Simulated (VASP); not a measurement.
# GaP (F-43m) in VASP: a series of runs, part 3 of 3

VASP 6.6.1. Earlier steps stand in the parts before.

### Step 6. Vibrations by perturbation theory, LDA

This run uses another cell than the first one, of 15.17 Å³/atom, 0.855 times its volume.

File INCAR:

```
SYSTEM = GaP
  PREC = Accurate
  ENCUT = 520
  EDIFF = 1E-8
  ISMEAR = 0
  SIGMA = 0.01
  LREAL = .FALSE.
  LASPH = .TRUE.
  NELM = 100
  ALGO = Normal
  ISIF = 2
  LWAVE = .FALSE.
  LCHARG = .TRUE.
  NBANDS = 16
  IBRION = 8
  NSW = 1
  LEPSILON = .TRUE.
```

File KPOINTS:

```
Automatic mesh
0
G
  10 10 10
  0 0 0
```

File POSCAR:

```
GaP
1.0
    0.0000000000      2.4757240818      2.4757240818
    2.4757240818      0.0000000000      2.4757240818
    2.4757240818      2.4757240818      0.0000000000
Ga P
1 1
Direct
    0.0000000000      0.0000000000      0.0000000000
    0.7500000000      0.7500000000      0.7500000000
```

Potentials or basis: VASP PAW LDA potentials, release 64 (Ga_d, P).

The run is started by

```
$ cat potpaw_LDA.64/Ga_d/POTCAR potpaw_LDA.64/P/POTCAR > POTCAR
$ mpirun -np 1 vasp_std > vasp.out
```

OUTCAR:

```text
SYSTEM = GaP
   PREC = Accurate
   ENCUT = 520
   EDIFF = 1E-8
   ISMEAR = 0
   LREAL = .FALSE.
   LASPH = .TRUE.
   NELM = 100
   ISIF = 2
   IBRION = 8
   NSW = 1
   LEPSILON = .TRUE.

 ion  position               nearest neighbor table
   1  0.000  0.000  0.000-   2 2.14   2 2.14   2 2.14   2 2.14
   2  0.750  0.750  0.750-   1 2.14   1 2.14   1 2.14   1 2.14

  LATTYP: Found a face centered cubic cell.
 ALAT       =     4.9514481636

  Lattice vectors:

 A1 = (   0.0000000000,   2.4757240818,   2.4757240818)
 A2 = (   2.4757240818,   0.0000000000,   2.4757240818)
 A3 = (   2.4757240818,   2.4757240818,   0.0000000000)

Analysis of symmetry for initial positions (statically):
=====================================================================
 Subroutine PRICEL returns:
 Original cell was already a primitive cell.

 Routine SETGRP: Setting up the symmetry group for a
 face centered cubic supercell.

 Subroutine GETGRP returns: Found 24 space group operations
 (whereof 24 operations were pure point group operations)
 out of a pool of 48 trial point group operations.

The static configuration has the point symmetry T_d .

Analysis of symmetry for dynamics (positions and initial velocities):
=====================================================================
 Subroutine PRICEL returns:
 Original cell was already a primitive cell.

 Routine SETGRP: Setting up the symmetry group for a
 face centered cubic supercell.

 Subroutine GETGRP returns: Found 24 space group operations
 (whereof 24 operations were pure point group operations)
 out of a pool of 48 trial point group operations.

The dynamic configuration has the point symmetry T_d .

 Subroutine INISYM returns: Found 24 space group operations
 (whereof 24 operations are pure point group operations),
 and found     1 'primitive' translations

----------------------------------------------------------------------------------------

                                     Primitive cell

  volume of cell :      30.3485

  direct lattice vectors                    reciprocal lattice vectors
     0.000000000  2.475724082  2.475724082    -0.201961117  0.201961117  0.201961117
     2.475724082  0.000000000  2.475724082     0.201961117 -0.201961117  0.201961117
     2.475724082  2.475724082  0.000000000     0.201961117  0.201961117 -0.201961117

  length of vectors
     3.501202573  3.501202573  3.501202573     0.349806915  0.349806915  0.349806915

  position of ions in fractional coordinates (direct lattice)
     0.000000000  0.000000000  0.000000000
     0.750000000  0.750000000  0.750000000

  ion indices of the primitive-cell ions
[... 645 lines left out ...]
    -0.00029  0.65334  0.00000
     0.65334 -0.00029  0.00000
     0.00000  0.00000 -0.00077

--------------------------------------- Ionic step        4  -------------------------------------------

------------------------ aborting loop because EDIFF is reached ----------------------------------------

[... ionic steps 5 to 6 ...]

--------------------------------------- Ionic step        7  -------------------------------------------

 Free energy of the ion-electron system (eV)
  ---------------------------------------------------
  ---------------------------------------------------
  free energy    TOTEN  =        -0.04834451 eV

  energy without entropy =       -0.04834451

------------------------ aborting loop because EDIFF is reached ----------------------------------------

 INTERNAL STRAIN TENSOR  FOR ION    2  DIRECTION 1   (eV/Angst):
 -----------------------------------------------------------------------------
    -0.01888  0.00000  0.00000
     0.00000  0.00862 22.10338
     0.00000 22.10338  0.00862

 MACROSCOPIC STATIC DIELECTRIC TENSOR (including local field effects in DFT)
 ------------------------------------------------------
          10.137416    -0.000000     0.000000
          -0.000000    10.137416     0.000000
          -0.000000    -0.000000    10.137416
 ------------------------------------------------------

 PIEZOELECTRIC TENSOR (including local field effects)  for field in x, y, z        (e  Angst)
          XX          YY          ZZ          XY          YZ          ZX
  --------------------------------------------------------------------------------
  x    -0.00000     0.00000    -0.00000     0.00000     1.24469    -0.00000
  y    -0.00000     0.00000     0.00000    -0.00000     0.00000     1.24469
  z    -0.00000     0.00000    -0.00000     1.24469    -0.00000     0.00000

 PIEZOELECTRIC TENSOR (including local field effects)  for field in x, y, z        (C/m^2)
          XX          YY          ZZ          XY          YZ          ZX
  --------------------------------------------------------------------------------
  x    -0.00000     0.00000    -0.00000     0.00000     0.65710    -0.00000
  y    -0.00000     0.00000     0.00000    -0.00000     0.00000     0.65710
  z    -0.00000     0.00000    -0.00000     0.65710    -0.00000     0.00000

 BORN EFFECTIVE CHARGES (including local field effects) (in |e|, cummulative output)
 ---------------------------------------------------------------------------------
 ion    1
    1     1.65870     0.00000     0.00000
    2     0.00000     1.65870     0.00000
    3     0.00000     0.00000     1.65870
 ion    2
    1    -1.65870     0.00000     0.00000
    2     0.00000    -1.65870     0.00000
    3    -0.00000     0.00000    -1.65870

 INTERNAL STRAIN TENSOR FOR ION    2 for displacements in x,y,z  (eV/Angst):
          X           Y           Z          XY          YZ          ZX
  --------------------------------------------------------------------------------
  x    -0.00000     0.00000     0.00000     0.00000    22.10338     0.00000
  y     0.00000     0.00000     0.00000     0.00000     0.00000    22.10338
  z     0.00000     0.00000    -0.00000    22.10338     0.00000     0.00000

 SECOND DERIVATIVES (NOT SYMMETRIZED)
 ------------------------------------
               1X          1Y          1Z          2X          2Y          2Z
  1X   -19.221983    0.000000    0.000000   19.221983    0.000000    0.000000
  1Y     0.000000  -19.221983    0.000000    0.000000   19.221983    0.000000
  1Z     0.000000    0.000000  -19.221983    0.000000    0.000000   19.221983
  2X    19.199911   -0.000000   -0.000000  -19.199911    0.000000    0.000000
  2Y    -0.000000   19.199911   -0.000000    0.000000  -19.199911    0.000000
  2Z    -0.000000   -0.000000   19.199911    0.000000    0.000000  -19.199911

 Eigenvectors and eigenvalues of the dynamical matrix
 ----------------------------------------------------

   1 f  =   14.794446 THz    92.956246 2PiTHz  493.489601 cm-1    61.184885 meV
             X         Y         Z           dx          dy          dz
      0.000000  0.000000  0.000000    -0.554834    0.000000   -0.000000
      3.713586  3.713586  3.713586     0.831961   -0.000000   -0.000000
[... 21 lines left out ...]
   6 f/i=    0.003923 THz     0.024649 2PiTHz    0.130858 cm-1     0.016224 meV
             X         Y         Z           dx          dy          dz
      0.000000  0.000000  0.000000    -0.259722    0.790366   -0.004930
      3.713586  3.713586  3.713586    -0.173209    0.527095   -0.003288

--------------------------------------------------------------------------------------------------------

 MACROSCOPIC STATIC DIELECTRIC TENSOR IONIC CONTRIBUTION
 ------------------------------------------------------
           0.853917    -0.000000     0.000000
          -0.000000     0.853917     0.000000
           0.000000     0.000000     0.853917
 ------------------------------------------------------

 ELASTIC MODULI CONTR FROM IONIC RELAXATION (kBar)
 Direction    XX          YY          ZZ          XY          YZ          ZX
 --------------------------------------------------------------------------------
 XX          -0.0000      0.0000      0.0000     -0.0000      0.0000      0.0000
 YY           0.0000     -0.0000      0.0000     -0.0000     -0.0000     -0.0000
 ZZ           0.0000      0.0000     -0.0000      0.0000     -0.0000      0.0000
 XY          -0.0000     -0.0000      0.0000  -1337.5416     -0.0000     -0.0000
 YZ           0.0000     -0.0000     -0.0000     -0.0000  -1337.5416      0.0000
 ZX           0.0000     -0.0000      0.0000     -0.0000      0.0000  -1337.5416
 --------------------------------------------------------------------------------

 PIEZOELECTRIC TENSOR IONIC CONTR  for field in x, y, z        (C/m^2)
          XX          YY          ZZ          XY          YZ          ZX
  --------------------------------------------------------------------------------
  x     0.00000    -0.00000    -0.00000    -0.00000    -1.00562     0.00000
  y     0.00000    -0.00000     0.00000    -0.00000     0.00000    -1.00562
  z    -0.00000    -0.00000     0.00000    -1.00562    -0.00000    -0.00000
```

OSZICAR:

```text
N       E                     dE             d eps       ncg     rms          rms(c)
DAV:   1     0.793617563584E+02    0.79362E+02   -0.89246E+03  1592   0.176E+03
DAV:   2    -0.440904183141E+01   -0.83771E+02   -0.79168E+02  1728   0.320E+02
DAV:   3    -0.998402848788E+01   -0.55750E+01   -0.55581E+01  1848   0.645E+01
[... 189 lines left out ...]
RMM:   5    -0.483518123560E-01   -0.69114E-05   -0.17139E-05 11274   0.246E-02    0.737E-03
RMM:   6    -0.483451315314E-01    0.66808E-05   -0.31319E-06 11084   0.724E-03    0.529E-03
RMM:   7    -0.483435036366E-01    0.16279E-05    0.36459E-07 11180   0.261E-03    0.776E-04
RMM:   8    -0.483446539744E-01   -0.11503E-05   -0.31108E-07 11036   0.874E-04    0.731E-05
RMM:   9    -0.483445082665E-01    0.14571E-06    0.98049E-09 11452   0.301E-04    0.109E-05
RMM:  10    -0.483445115456E-01   -0.32791E-08   -0.38812E-09 11312   0.100E-04    0.314E-06
 Linear response finished
```

stdout:

```text
POSCAR found type information on POSCAR GaP
 POSCAR found :  2 types and       2 ions
 scaLAPACK will be used
 LDA part: xc-table for (Slater(with rela. corr.)+CA(PZ))
 , standard interpolation
 POSCAR, INCAR and KPOINTS ok, starting setup
 FFT: planning ... GRIDC
 FFT: planning ... GRID_SOFT
 FFT: planning ... GRID
[... 30 lines left out ...]
 Linear response to external field, progress :
  Direction:   3
 dielectric tensor                  component  3 :     2.058     2.429    10.137
 Linear response DOF=           2
 Linear response progress:
 first order change of Fermi-energy   0.62690E-04
 force on displaced ion       1 direction 1 : -19.222   0.000   0.000
 Born effective charge ion    1 direction 1 :   1.640   0.000   0.000
 Linear response progress:
 first order change of Fermi-energy   0.51469E-04
 force on displaced ion       2 direction 1 : -19.200   0.000   0.000
 Born effective charge ion    2 direction 1 :  -1.675   0.000   0.000
 Born effective charges drift removed
 Linear response finished
```

Wall time 11 min (1 thread of Intel Xeon Platinum 8375C at 2.90GHz (Ice Lake), shared host); peak memory 0.32 GiB.

What came out:

```yaml
Electronic_dielectric_tensor_diagonal: 10.14
Born_charges_mean_of_the_diagonal: Ga +1.66; P -1.66 e
Highest_phonon_frequency_at_Γ_LO-TO_splitting_left_out: 493 cm⁻¹
```

Phonon frequencies in cm⁻¹ (negative: imaginary):
| q point | frequencies |
| --- | --- |
| (0.000, 0.000, 0.000) | 0 0 0 493 493 493 |

Electronic dielectric tensor:
```
10.14  0.00  0.00
 0.00 10.14  0.00
 0.00  0.00 10.14
```

Born effective charge tensors (e):
atom 1, Ga
```
1.66 0.00 0.00
0.00 1.66 0.00
0.00 0.00 1.66
```
atom 2, P
```
-1.66  0.00  0.00
 0.00 -1.66  0.00
 0.00  0.00 -1.66
```

Caveat: the cell wasn't relaxed at this level first, which shifts response properties.
